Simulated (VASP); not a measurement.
# Te (Fm-3m) in VASP: further runs

Te is run at these levels: PBE; tasks: single point.

Everything below comes from runs of VASP 6.6.1. Logs are shortened: lines on timing, memory, paths and dates and some standing lists are left out, and cuts for length are marked.

## 1. The cell of the first run

It takes space group Fm-3m (No. 225, cubic). The conventional cell has a = 5.025 Å, b = 5.025 Å, c = 5.025 Å, α = 90.00°, β = 90.00°, γ = 90.00°. Within 4.7 Å of Te (site symmetry m-3m) lie 12 Te at 3.55 Å.

This isn't the form of Te at room conditions, which is trigonal, of chains.

## 2. Single point, PBE (31.72 Å³/atom)

INCAR reads:

```
ALGO = Normal
EDIFF = 1E-6
ENCUT = 520
GGA = PE
ISIF = 2
ISMEAR = -1
LASPH = T
LCHARG = F
LREAL = F
LWAVE = F
NBANDS = 9
NELM = 80
PREC = Accurate
SIGMA = 0.1
```

KPOINTS reads:

```
k-points
0
Gamma
  18 18 18
```

POSCAR reads:

```
Te
1.0
    0.0000000000      2.5125072436      2.5125072436
    2.5125072436      0.0000000000      2.5125072436
    2.5125072436      2.5125072436      0.0000000000
Te
1
Direct
    0.0000000000      0.0000000000      0.0000000000
```

Potentials or basis: VASP PAW PBE potentials, release 64 (Te).

Command:

```console
$ cat potpaw_PBE.64/Te/POTCAR > POTCAR
$ mpirun -np 1 vasp_std > vasp.out
```

OUTCAR:

```text
EDIFF = 1E-6
   ENCUT = 520
   GGA = PE
   ISIF = 2
   ISMEAR = -1
   LASPH = T
   LREAL = F
   NELM = 80
   PREC = Accurate

 ion  position               nearest neighbor table
   1  0.000  0.000  0.000-

  LATTYP: Found a face centered cubic cell.
 ALAT       =     5.0250144872

  Lattice vectors:

 A1 = (   0.0000000000,   2.5125072436,   2.5125072436)
 A2 = (   2.5125072436,   0.0000000000,   2.5125072436)
 A3 = (   2.5125072436,   2.5125072436,   0.0000000000)

Analysis of symmetry for initial positions (statically):
=====================================================================
 Subroutine PRICEL returns:
 Original cell was already a primitive cell.

 Routine SETGRP: Setting up the symmetry group for a
 face centered cubic supercell.

 Subroutine GETGRP returns: Found 48 space group operations
 (whereof 48 operations were pure point group operations)
 out of a pool of 48 trial point group operations.

The static configuration has the point symmetry O_h .

Analysis of symmetry for dynamics (positions and initial velocities):
=====================================================================
 Subroutine PRICEL returns:
 Original cell was already a primitive cell.

 Routine SETGRP: Setting up the symmetry group for a
 face centered cubic supercell.

 Subroutine GETGRP returns: Found 48 space group operations
 (whereof 48 operations were pure point group operations)
 out of a pool of 48 trial point group operations.

The dynamic configuration has the point symmetry O_h .

 Subroutine INISYM returns: Found 48 space group operations
 (whereof 48 operations are pure point group operations),
 and found     1 'primitive' translations

----------------------------------------------------------------------------------------

                                     Primitive cell

  volume of cell :      31.7214

  direct lattice vectors                    reciprocal lattice vectors
     0.000000000  2.512507244  2.512507244    -0.199004401  0.199004401  0.199004401
     2.512507244  0.000000000  2.512507244     0.199004401 -0.199004401  0.199004401
     2.512507244  2.512507244  0.000000000     0.199004401  0.199004401 -0.199004401

  length of vectors
     3.553221819  3.553221819  3.553221819     0.344685734  0.344685734  0.344685734

  position of ions in fractional coordinates (direct lattice)
     0.000000000  0.000000000  0.000000000

  ion indices of the primitive-cell ions
[... 75 lines left out ...]
   LREAL  =      F    real-space projection
   EDIFFG = 0.1E-04   stopping-criterion for IOM
   NSW    =      0    number of steps for IOM
   IBRION =     -1    ionic relax: 0-MD 1-quasi-New 2-CG
   NFREE  =      0    steps in history (QN), initial steepest desc. (CG)
   ISIF   =      2    stress and relaxation
   ISYM   =      2    0-nonsym 1-usesym 2-fastsym
   POTIM  = 0.5000    time-step for ionic-motion
   TEBEG  =    0.0;   TEEND  =   0.0 temperature during run
   PSTRESS=    0.0 pullay stress
   NELECT =       6.0000    total number of electrons
   NUPDOWN=      -1.0000    fix difference up-down
   EMIN   =  10.00;   EMAX   =-10.00  energy-range for DOS
   EFERMI =   0.00;   METHOD = LEGACY
   ISMEAR =    -1;   SIGMA  =   0.10  broadening in eV -4-tet -1-fermi 0-gaus
   EFERMI_NEDOS =   21; number of points for ismear=-14 and -15
   IALGO  =     38    algorithm
   IMIX   =      4    mixing-type and parameters
     AMIX     =   0.40;   BMIX     =  1.00
     AMIX_MAG =   1.60;   BMIX_MAG =  1.00
  volume/ion in A,a.u.               =      31.72       214.07
  Fermi-wavevector in a.u.,A,eV,Ry     =   0.939740  1.775852 12.015470  0.883112
  Thomas-Fermi vector in A             =   2.067083
   LORBIT       =      0    0 simple, 1 ext, 2 COOP (PROOUT), +10 PAW based schemes
   GGA     = PE    functional components
   LHFCALC =     F    Hartree Fock is set to
   AEXX    =    0.0000 exact exchange contribution
   IVDW    =     0    specifies the selected vdW correction
   LEPSILON=     F    determine dielectric tensor
   LRPA    =     F    only Hartree local field effects (RPA)
 non-spin polarized calculation
  energy-cutoff  :      520.00
  volume of cell :       31.72
 maximum number of plane-waves:       881
   NGX = 13   NGY = 13   NGZ = 13

 number of electron       6.0000000 magnetization

 Free energy of the ion-electron system (eV)
  ---------------------------------------------------
  ext. energy  EPLUGINS =         0.00000000
  ---------------------------------------------------
  free energy    TOTEN  =        -2.68829424 eV

  energy without entropy =       -2.65169576  energy(sigma->0) =       -2.66999500

 E-fermi :   6.3497     XC(G=0):  -9.6080

 val. band max:        6.3398690479   @ k =   0.1667   0.0000   0.0000
 cond. band min:       6.3514216538   @ k =   0.3889   0.2778   0.0000
 fundamental gap:      0.0115526059
 Fermi energy:         6.3497475310

 k-point     1 :       0.0000    0.0000    0.0000
  band No.  band energies     occupation
      1      -6.6631      2.00000
      2       8.8458      0.00000
      3       8.8458      0.00000
      4       8.8458      0.00000
      5      14.9345      0.00000
      6      15.7010      0.00000
      7      15.7010      0.00000
      8      15.7010      0.00000
      9      17.0485      0.00000
[... 265 lines left out ...]
 k-point    24 :      -0.2222    0.0556    0.0000
  band No.  band energies     occupation
      1      -5.7988      2.00000
      2       4.7107      2.00000
      3       7.7608      0.00000
      4       8.4563      0.00000
      5      13.8544      0.00000
      6      15.9536      0.00000
      7      15.9574      0.00000
      8      17.6023      0.00000
      9      17.9691      0.00000

 [... further k-points ...]

------------------------ aborting loop because EDIFF is reached ----------------------------------------

  FORCE on cell =-STRESS in cart. coord.  units (eV):
  Direction    XX          YY          ZZ          XY          YZ          ZX
  --------------------------------------------------------------------------------------
  -------------------------------------------------------------------------------------
  Total       -0.9166480     -0.9166480     -0.9166480     -0.0000000     -0.0000000      0.0000000
  in kB      -46.2978913    -46.2978913    -46.2978913     -0.0000000     -0.0000000      0.0000000
  external PRESSURE =     -46.2978913 kB  Pullay stress =       0.0000000 kB

 VOLUME and BASIS-vectors are now :
 -----------------------------------------------------------------------------
  energy-cutoff  :      520.00
  volume of cell :       31.72
      direct lattice vectors                 reciprocal lattice vectors
     0.000000000  2.512507244  2.512507244    -0.199004401  0.199004401  0.199004401
     2.512507244  0.000000000  2.512507244     0.199004401 -0.199004401  0.199004401
     2.512507244  2.512507244  0.000000000     0.199004401  0.199004401 -0.199004401

 POSITION                                       TOTAL-FORCE (eV/Angst)
 -----------------------------------------------------------------------------------
      0.00000      0.00000      0.00000        -0.000000     -0.000000      0.000000
 -----------------------------------------------------------------------------------
    total drift:                                0.000000      0.000000      0.000000

  FREE ENERGIE OF THE ION-ELECTRON SYSTEM (eV)
  ---------------------------------------------------
  free  energy   TOTEN  =        -2.6882942444 eV

  energy  without entropy=       -2.6516957566  energy(sigma->0) =       -2.66999500
```

OSZICAR:

```text
N       E                     dE             d eps       ncg     rms          rms(c)
DAV:   1     0.100816642210E+02    0.10082E+02   -0.23194E+03  3510   0.508E+02
DAV:   2    -0.235017373575E+01   -0.12432E+02   -0.12122E+02  4704   0.672E+01
DAV:   3    -0.269164395194E+01   -0.34147E+00   -0.33594E+00  4358   0.107E+01
DAV:   4    -0.269360687449E+01   -0.19629E-02   -0.19626E-02  4861   0.980E-01
DAV:   5    -0.269361694832E+01   -0.10074E-04   -0.10074E-04  4459   0.564E-02    0.511E+00
DAV:   6    -0.268946013318E+01    0.41568E-02   -0.49043E-03  3951   0.337E-01    0.318E+00
DAV:   7    -0.268834314963E+01    0.11170E-02   -0.10591E-02  3800   0.498E-01    0.255E-01
DAV:   8    -0.268829377340E+01    0.49376E-04   -0.41596E-04  3845   0.112E-01    0.660E-02
DAV:   9    -0.268829424437E+01   -0.47097E-06   -0.69769E-06  4680   0.207E-02
   1 F= -.26882942E+01 E0= -.26699950E+01  d E =-.365985E-01
```

stdout:

```text
POSCAR found type information on POSCAR Te
 POSCAR found :  1 types and       1 ions
 scaLAPACK will be used
 LDA part: xc-table for (Slater+PW92), standard interpolation
 POSCAR, INCAR and KPOINTS ok, starting setup
 FFT: planning ... GRIDC
 FFT: planning ... GRID_SOFT
 FFT: planning ... GRID
 WAVECAR not read
 entering main loop
```

It took 15 s on 1 thread of Intel Xeon 6975P-C (Granite Rapids), shared host; peak memory 0.19 GiB.

Results:

```
Free energy            : -2.6883 eV
Pressure               : -4.6 GPa
Band gap on the k mesh : zero (bands 3 and 4 overlap by 4.17 eV)
```

Caveat: the cell stands under tension; spin-orbit coupling is left out, which moves the levels of the heavy elements.

## 3. Single point, PBE, non-collinear spin, zero start, spin-orbit coupling

This run uses another cell than the first one, of 28.32 Å³/atom.

INCAR reads:

```
SYSTEM = Te
PREC = Accurate
ENCUT = 520
EDIFF = 1E-7
ISMEAR = -1
SIGMA = 0.1
LREAL = .FALSE.
LASPH = .TRUE.
NELM = 150
ALGO = Normal
ISIF = 2
LWAVE = .FALSE.
LCHARG = .FALSE.
MAGMOM = 0 0 0
LORBIT = 11
LSORBIT = .TRUE.
GGA_COMPAT = .FALSE.
LORBMOM = .TRUE.
GGA = PE
NBANDS = 17
```

KPOINTS reads:

```
Automatic mesh
0
G
  11 11 11
  0 0 0
```

POSCAR reads:

```
Te
1.0
    0.0000000000      2.4193645619      2.4193645619
    2.4193645619      0.0000000000      2.4193645619
    2.4193645619      2.4193645619      0.0000000000
Te
1
Direct
    0.0000000000      0.0000000000      0.0000000000
```

Potentials or basis: VASP PAW PBE potentials, release 64 (Te).

Command:

```console
$ cat potpaw_PBE.64/Te/POTCAR > POTCAR
$ mpirun -np 1 vasp_ncl > vasp.out
```

It took 29 s on 1 thread of Intel Xeon 6975P-C (Granite Rapids), shared host; peak memory 0.27 GiB.

It converged, with:

```yaml
Free_energy: -2.8760 eV
Pressure: 0.4 GPa
Net_moment: 0.00 μB per cell
Valence_electrons_inside_the_program's_atomic_spheres: Te 3.23
```

Moments on the atoms (μB; x, y, z):
```
Te  0.00 0.00 0.00
```
